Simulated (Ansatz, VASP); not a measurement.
Ge in VASP and in Ansatz

```
Ge
1.0
     1.49791   -2.61187    0.00000
     1.49791    2.61187    0.00000
     0.00000    0.00000    4.75891
Ge
2
Direct
  0.33345 0.66655 0.25000
  0.66655 0.33345 0.75000
```

Alike in both runs: task single point; functional LDA; k mesh 10 × 10 × 6; occupations fermi-dirac, width 0.05 eV; no spin polarisation.

```csv
,VASP,Ansatz
version,VASP 6.6.1,Ansatz 0.2.0
potentials or method,"VASP PAW LDA potentials, release 64 (Ge_d)",Ansatz PAW
plane-wave cutoff (eV),520,420
valence electrons in the cell,28,28
```

|  | VASP | Ansatz | Ansatz less VASP |
| --- | --- | --- | --- |
| gap on the k mesh at the Fermi level (eV) | none | none | - |
| pressure (GPa) | -2.6 | -2.6 | -0.06 |
| traceless stress, the component that is largest in VASP (GPa) | 1.43 | 1.42 | -0.004 |

LDA's correlation is that of Perdew and Zunger in VASP and of Perdew and Wang (1992) in Ansatz. A gap of «none» marks a metal or a gap that the smearing closes.
